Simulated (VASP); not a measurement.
A run of VASP 6.6.1 is set up as follows.

INCAR

```
SYSTEM = MgCdS2
PREC = Accurate
ENCUT = 520
EDIFF = 1E-6
ISMEAR = -1
SIGMA = 0.1
LREAL = .FALSE.
LASPH = .TRUE.
NELM = 80
ALGO = Normal
ISIF = 2
LWAVE = .FALSE.
LCHARG = .FALSE.
NBANDS = 21
```

The input KPOINTS:

```
regular mesh
0
G
  6 6 4
  0 0 0
```

The input POSCAR:

```
MgCdS2
1.0
    3.8203261793      0.0000000000      0.0000000000
    0.0000000000      3.8203261793      0.0000000000
    0.0000000000      0.0000000000      5.4035968358
Mg Cd S
1 1 2
Direct
    0.5000000000      0.5000000000      0.5000000000
    0.0000000000      0.0000000000      0.0000000000
    0.0000000000      0.0000000000      0.5000000000
    0.5000000000      0.5000000000      0.0000000000
```

Potentials or basis: VASP PAW LDA potentials, release 64 (Mg, Cd, S).

The run is started by

```bash
$ cat potpaw_LDA.64/Mg/POTCAR potpaw_LDA.64/Cd/POTCAR potpaw_LDA.64/S/POTCAR > POTCAR
$ mpirun -np 1 vasp_std > vasp.out
```

Q: Estimate the band gap on the k mesh.

A: Zero (bands 13 and 14 overlap by 0.02 eV).

Q: Estimate the pressure.

A: -6.2 GPa.

Stress tensor (GPa, compression positive):
```
-6.19  0.00  0.00
 0.00 -6.19  0.00
 0.00  0.00 -6.34
```

Caveat: the cell stands under tension; semilocal functionals underestimate gaps, so a narrow gap can read as zero.
